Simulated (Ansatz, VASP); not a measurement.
YBe: VASP beside Ansatz

```
CELL_PARAMETERS angstrom
3.01425 0.00000 0.00000
0.00000 3.01425 0.00000
0.00000 0.00000 3.95082
ATOMIC_POSITIONS crystal
Y 0.50000 0.50000 0.50000
Be 0.00000 0.00000 0.00000
```

Alike in both runs: task single point; functional PBE; k mesh 6 × 6 × 4; occupations gaussian, width 0.1 eV; no spin polarisation.

```csv
,VASP,Ansatz
version,VASP 6.6.1,Ansatz 0.2.0
potentials or method,"VASP PAW PBE potentials, release 64 (Y_sv, Be), cutoff 520 eV","scalar-relativistic, plane waves, PAW"
valence electrons in the cell,13,13
```

|  | VASP | Ansatz | Ansatz less VASP |
| --- | --- | --- | --- |
| gap on the k mesh at the Fermi level (eV) | none | none | - |
| pressure (GPa) | 6.6 | 6.7 | +0.09 |
| traceless stress, the component that is largest in VASP (GPa) | -10.61 | -10.60 | +0.007 |

A gap of «none» marks a metal or a gap that the smearing closes. The functional is the same, so the differences come from potentials, cutoffs and numerics.

The k mesh is coarse, so the values compare programs but aren't converged.
